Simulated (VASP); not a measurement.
# Hg3Mo (Pm-3m) in VASP: relaxation of cell and atoms with PBE

Aim: the relaxation of cell and atoms of Hg3Mo with PBE.

Everything below comes from runs of VASP 6.6.1. Logs are shortened: lines on timing, memory, paths and dates and some standing lists are left out, and cuts for length are marked.

**1. The cell of the first run**

It takes space group Pm-3m (No. 221, cubic). The conventional cell has a = 4.295 Å, b = 4.295 Å, c = 4.295 Å, α = 90.00°, β = 90.00°, γ = 90.00°. Hg (site symmetry 4/mmm) has 8 Hg at 3.04 Å and 4 Mo at 3.04 Å within 4.0 Å. Within 4.0 Å of Mo (site symmetry m-3m) lie 12 Hg at 3.04 Å.

**2. Relaxation of cell and atoms, PBE**

File INCAR:

```
PREC     = Accurate       # precision mode
ENCUT    = 600            # plane-wave cutoff, eV
EDIFF    = 1E-6           # SCF threshold, eV
ISMEAR   = 0              # smearing method
SIGMA    = 0.1            # smearing width, eV
LREAL    = F              # projectors in reciprocal space
LASPH    = T              # aspherical terms in the spheres
NELM     = 100            # most SCF steps
ALGO     = Normal         # electronic algorithm
ISIF     = 3              # what is computed and relaxed
LWAVE    = F              # write WAVECAR
LCHARG   = F              # write CHGCAR
GGA      = PE             # functional
IBRION   = 2              # ionic algorithm
NSW      = 100            # ionic steps
EDIFFG   = -0.01          # ionic threshold
```

File KPOINTS:

```
Automatic mesh
0
Gamma
  12 12 12
```

File POSCAR:

```
Hg3Mo
1.0
    4.2948894463      0.0000000000      0.0000000000
    0.0000000000      4.2948894463      0.0000000000
    0.0000000000      0.0000000000      4.2948894463
Hg Mo
3 1
Direct
    0.0000000000      0.5000000000      0.5000000000
    0.5000000000      0.0000000000      0.5000000000
    0.5000000000      0.5000000000      0.0000000000
    0.0000000000      0.0000000000      0.0000000000
```

Potentials or basis: VASP PAW PBE potentials, release 64 (Hg, Mo_sv).

Started as:

```sh
cat potpaw_PBE.64/Hg/POTCAR potpaw_PBE.64/Mo_sv/POTCAR > POTCAR
mpirun -np 1 vasp_std > vasp.out
```

OUTCAR:

```text
PREC = Accurate
   ENCUT = 600
   EDIFF = 1E-6
   ISMEAR = 0
   LREAL = F
   LASPH = T
   NELM = 100
   ISIF = 3
   GGA = PE
   IBRION = 2
   NSW = 100
   EDIFFG = -0.01

 ion  position               nearest neighbor table
   1  0.000  0.500  0.500-   2 3.04   3 3.04   4 3.04   3 3.04   4 3.04   2 3.04   4 3.04   4 3.04
                             2 3.04   3 3.04   3 3.04   2 3.04
   2  0.500  0.000  0.500-   1 3.04   3 3.04   4 3.04   3 3.04   4 3.04   1 3.04   3 3.04   3 3.04
                             1 3.04   4 3.04   4 3.04   1 3.04
   3  0.500  0.500  0.000-   1 3.04   2 3.04   4 3.04   1 3.04   2 3.04   2 3.04   4 3.04   2 3.04
                             1 3.04   4 3.04   1 3.04   4 3.04
   4  0.000  0.000  0.000-   1 3.04   2 3.04   3 3.04   1 3.04   2 3.04   1 3.04   3 3.04   1 3.04
                             2 3.04   3 3.04   2 3.04   3 3.04

  LATTYP: Found a simple cubic cell.
 ALAT       =     4.2948894463

  Lattice vectors:

 A1 = (   4.2948894463,   0.0000000000,   0.0000000000)
 A2 = (   0.0000000000,   4.2948894463,   0.0000000000)
 A3 = (   0.0000000000,   0.0000000000,   4.2948894463)

Analysis of symmetry for initial positions (statically):
=====================================================================
 Subroutine PRICEL returns:
 Original cell was already a primitive cell.

 Routine SETGRP: Setting up the symmetry group for a
 simple cubic supercell.

 Subroutine GETGRP returns: Found 48 space group operations
 (whereof 48 operations were pure point group operations)
 out of a pool of 48 trial point group operations.

The static configuration has the point symmetry O_h .

Analysis of symmetry for dynamics (positions and initial velocities):
=====================================================================
 Subroutine PRICEL returns:
 Original cell was already a primitive cell.

 Routine SETGRP: Setting up the symmetry group for a
 simple cubic supercell.

 Subroutine GETGRP returns: Found 48 space group operations
 (whereof 48 operations were pure point group operations)
 out of a pool of 48 trial point group operations.

The dynamic configuration has the point symmetry O_h .

 Subroutine INISYM returns: Found 48 space group operations
 (whereof 48 operations are pure point group operations),
 and found     1 'primitive' translations

----------------------------------------------------------------------------------------

                                     Primitive cell

  volume of cell :      79.2239

  direct lattice vectors                    reciprocal lattice vectors
     4.294889446  0.000000000  0.000000000     0.232834864  0.000000000  0.000000000
     0.000000000  4.294889446  0.000000000     0.000000000  0.232834864  0.000000000
     0.000000000  0.000000000  4.294889446     0.000000000  0.000000000  0.232834864

  length of vectors
     4.294889446  4.294889446  4.294889446     0.232834864  0.232834864  0.232834864

  position of ions in fractional coordinates (direct lattice)
     0.000000000  0.500000000  0.500000000
     0.500000000  0.000000000  0.500000000
     0.500000000  0.500000000  0.000000000
     0.000000000  0.000000000  0.000000000

  ion indices of the primitive-cell ions
   primitive index   ion index
                 1           1
                 2           2
                 3           3
                 4           4

----------------------------------------------------------------------------------------

 KPOINTS: Automatic mesh

Automatic generation of k-mesh.
 Grid dimensions read from file:
 generate k-points for:   12   12   12

 Generating k-lattice:

  Cartesian coordinates                     Fractional coordinates (reciprocal lattice)
     0.019402905  0.000000000  0.000000000     0.083333333  0.000000000  0.000000000
     0.000000000  0.019402905  0.000000000     0.000000000  0.083333333  0.000000000
     0.000000000  0.000000000  0.019402905     0.000000000  0.000000000  0.083333333

  Length of vectors
     0.019402905  0.019402905  0.019402905

  Shift w.r.t. Gamma in fractional coordinates (k-lattice)
     0.000000000  0.000000000  0.000000000

 Subroutine IBZKPT returns following result:
 ===========================================

 Found     84 irreducible k-points:

 Following reciprocal coordinates:
            Coordinates               Weight
  0.000000  0.000000  0.000000      1.000000
  0.083333  0.000000  0.000000      6.000000
  0.166667  0.000000  0.000000      6.000000
  0.250000  0.000000  0.000000      6.000000
  0.333333  0.000000  0.000000      6.000000
  0.416667  0.000000  0.000000      6.000000
[... 16 lines left out ...]
  0.333333  0.333333  0.000000     12.000000
  0.416667  0.333333  0.000000     24.000000
 [... further k-points ...]
   k-points           NKPTS =     84   k-points in BZ     NKDIM =     84   number of bands    NBANDS=     30
   number of dos      NEDOS =    301   number of ions     NIONS =      4
   total plane-waves  NPLWV =  46656
   dimension x,y,z NGX =    36 NGY =   36 NGZ =   36
   dimension x,y,z NGXF=    72 NGYF=   72 NGZF=   72
   ions per type =               3   1
   NGX,Y,Z   is equivalent  to a cutoff of  13.93, 13.93, 13.93 a.u.
   NGXF,Y,Z  is equivalent  to a cutoff of  27.87, 27.87, 27.87 a.u.
 SYSTEM =  unknown system
   PREC   = accura    normal or accurate (medium, high low for compatibility)
   ISTART =      0    job   : 0-new  1-cont  2-samecut
   ICHARG =      2    charge: 1-file 2-atom 10-const
   ISPIN  =      1    spin polarized calculation?
   LNONCOLLINEAR =      F non collinear calculations
   LSORBIT =      F    spin-orbit coupling
   LASPH  =      T    aspherical Exc in radial PAW
   ENCUT  =  600.0 eV  44.10 Ry    6.64 a.u.   8.58  8.58  8.58*2*pi/ulx,y,z
   NELM   =    100;   NELMIN=  2; NELMDL= -5     # of ELM steps
   EDIFF  = 0.1E-05   stopping-criterion for ELM
   LREAL  =      F    real-space projection
   EDIFFG = -.1E-01   stopping-criterion for IOM
   NSW    =    100    number of steps for IOM
   IBRION =      2    ionic relax: 0-MD 1-quasi-New 2-CG
   NFREE  =      1    steps in history (QN), initial steepest desc. (CG)
   ISIF   =      3    stress and relaxation
   ISYM   =      2    0-nonsym 1-usesym 2-fastsym
   POTIM  = 0.5000    time-step for ionic-motion
   TEBEG  =    0.0;   TEEND  =   0.0 temperature during run
   PSTRESS=    0.0 pullay stress
   NELECT =      50.0000    total number of electrons
   NUPDOWN=      -1.0000    fix difference up-down
   EMIN   =  10.00;   EMAX   =-10.00  energy-range for DOS
   EFERMI =   0.00;   METHOD = LEGACY
   ISMEAR =     0;   SIGMA  =   0.10  broadening in eV -4-tet -1-fermi 0-gaus
   EFERMI_NEDOS =   21; number of points for ismear=-14 and -15
   IALGO  =     38    algorithm
   IMIX   =      4    mixing-type and parameters
     AMIX     =   0.40;   BMIX     =  1.00
     AMIX_MAG =   1.60;   BMIX_MAG =  1.00
  volume/ion in A,a.u.               =      19.81       133.66
  Fermi-wavevector in a.u.,A,eV,Ry     =   1.404256  2.653658 26.829790  1.971934
  Thomas-Fermi vector in A             =   2.526836
   LORBIT       =      0    0 simple, 1 ext, 2 COOP (PROOUT), +10 PAW based schemes
   GGA     = PE    functional components
   LHFCALC =     F    Hartree Fock is set to
   AEXX    =    0.0000 exact exchange contribution
   IVDW    =     0    specifies the selected vdW correction
   LEPSILON=     F    determine dielectric tensor
   LRPA    =     F    only Hartree local field effects (RPA)
 conjugate gradient relaxation of ions
 non-spin polarized calculation
 Gauss-broadening in eV      SIGMA  =   0.10
  energy-cutoff  :      600.00
  volume of cell :       79.22
 maximum number of plane-waves:      2680
 NGX is ok and might be reduce to    36
   NGX = 17   NGY = 17   NGZ = 17

--------------------------------------- Ionic step        1  -------------------------------------------

 number of electron      50.0000005 magnetization

 Free energy of the ion-electron system (eV)
  ---------------------------------------------------
  ext. energy  EPLUGINS =         0.00000000
  ---------------------------------------------------
  free energy    TOTEN  =        -9.21511668 eV

  energy without entropy =       -9.19595438  energy(sigma->0) =       -9.20553553

------------------------ aborting loop because EDIFF is reached ----------------------------------------

  FORCE on cell =-STRESS in cart. coord.  units (eV):
  Direction    XX          YY          ZZ          XY          YZ          ZX
  --------------------------------------------------------------------------------------
  -------------------------------------------------------------------------------------
  Total        0.3539334      0.3539334      0.3539334      0.0000000     -0.0000000      0.0000000
  in kB        7.1577443      7.1577443      7.1577443      0.0000000     -0.0000000      0.0000000
  external PRESSURE =       7.1577443 kB  Pullay stress =       0.0000000 kB
[... 61 lines left out ...]
  energy  without entropy=       -9.1959006274  energy(sigma->0) =       -9.20552030

--------------------------------------- Ionic step        3  -------------------------------------------

 number of electron      50.0000006 magnetization

 Free energy of the ion-electron system (eV)
  ---------------------------------------------------
  ext. energy  EPLUGINS =         0.00000000
  ---------------------------------------------------
  free energy    TOTEN  =        -9.21623362 eV

  energy without entropy =       -9.19703388  energy(sigma->0) =       -9.20663375

 E-fermi :   5.5603     XC(G=0): -11.8895

 val. band max:        5.5546536108   @ k =   0.5000   0.4167   0.0000
 cond. band min:       5.5678277220   @ k =   0.3333   0.0833   0.0000
 fundamental gap:      0.0131741112
 Fermi energy:         5.5602968483

 k-point     1 :       0.0000    0.0000    0.0000
  band No.  band energies     occupation
      1     -55.5335      2.00000
      2     -29.6083      2.00000
      3     -29.6083      2.00000
      4     -29.6083      2.00000
      5      -4.4568      2.00000
      6      -3.2686      2.00000
[... 781 lines left out ...]
     29       9.7499      0.00000
     30      10.6781      0.00000

 [... further k-points ...]

------------------------ aborting loop because EDIFF is reached ----------------------------------------

  FORCE on cell =-STRESS in cart. coord.  units (eV):
  Direction    XX          YY          ZZ          XY          YZ          ZX
  --------------------------------------------------------------------------------------
  -------------------------------------------------------------------------------------
  Total        0.0012016      0.0012016      0.0012016     -0.0000000     -0.0000000     -0.0000000
  in kB        0.0241455      0.0241455      0.0241455     -0.0000000     -0.0000000     -0.0000000
  external PRESSURE =       0.0241455 kB  Pullay stress =       0.0000000 kB
[... 19 lines left out ...]
  FREE ENERGIE OF THE ION-ELECTRON SYSTEM (eV)
  ---------------------------------------------------
  free  energy   TOTEN  =        -9.2162336156 eV

  energy  without entropy=       -9.1970338766  energy(sigma->0) =       -9.20663375

 reached required accuracy - stopping structural energy minimisation
```

Run time: 2.5 min. Hardware: 1 thread of Intel Xeon 6975P-C (Granite Rapids), shared host; peak memory 0.37 GiB.

What came out:

- Free energy: -9.2162 eV
- Relaxed volume: 19.93 Å³/atom
- Relaxed cell: a = 4.304 Å, b = 4.304 Å, c = 4.304 Å, α = 90.00°, β = 90.00°, γ = 90.00°
- Space group after relaxing (to 0.1 Å): Pm-3m (No. 221)
- Energy gained by relaxing: 0.3 meV/atom
- Ionic steps: 3
- Pressure after relaxing: 0.0 GPa
- Band gap on the k mesh: zero (bands 25 and 26 overlap by 1.73 eV)

The path:
| step | energy change (eV) | largest force (eV/Å) | pressure (GPa) | volume (Å³) |
| --- | --- | --- | --- | --- |
| 1 | 0.0000 | 0.0000 | 0.72 | 79.22 |
| 2 | 0.0000 | 0.0000 | -0.67 | 80.24 |
| 3 | -0.0011 | 0.0000 | 0.00 | 79.73 |

Final structure:
```yaml
crystal:
  lattice:
    - [4.30401, 0.00000, 0.00000]
    - [0.00000, 4.30401, 0.00000]
    - [0.00000, 0.00000, 4.30401]
  atoms:
    - { symbol: Hg, position: [0.00000, 0.50000, 0.50000] }
    - { symbol: Hg, position: [0.50000, 0.00000, 0.50000] }
    - { symbol: Hg, position: [0.50000, 0.50000, 0.00000] }
    - { symbol: Mo, position: [0.00000, 0.00000, 0.00000] }
```

Caveat: spin-orbit coupling is left out, which moves the levels of the heavy elements.
